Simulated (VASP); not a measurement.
The system is BN.

```
N B
1.0
     1.25112    0.72234    3.37293
    -1.25112    0.72234    3.37293
     0.00000   -1.44467    3.37293
N B
1 1
Direct
  0.66724 0.66724 0.66724
  0.00033 0.00033 0.00033
```

Base run:

| Property | Result |
| --- | --- |
| Program | VASP 6.6.1 |
| Functional | PBE |
| Potentials or basis | VASP PAW PBE potentials, release 64 (N, B) |
| Cutoff | 520 eV |
| k mesh | 12 × 12 × 12 |
| Occupations | fermi-dirac, width 0.05 eV |
| Spin | no spin polarisation |

Its results: band gap on the k mesh 4.28 eV, indirect (least direct gap 4.70 eV); pressure 3.6 GPa.

Question: The run is repeated on the same cell with these changes: functional from PBE to LDA; potentials or basis from VASP PAW PBE potentials, release 64 (N, B) to VASP PAW LDA potentials, release 64 (N, B). What comes out?

Answer: Band gap on the k mesh 4.09 eV, indirect (least direct gap 4.55 eV); pressure -3.8 GPa.

A k mesh can miss the band edges.
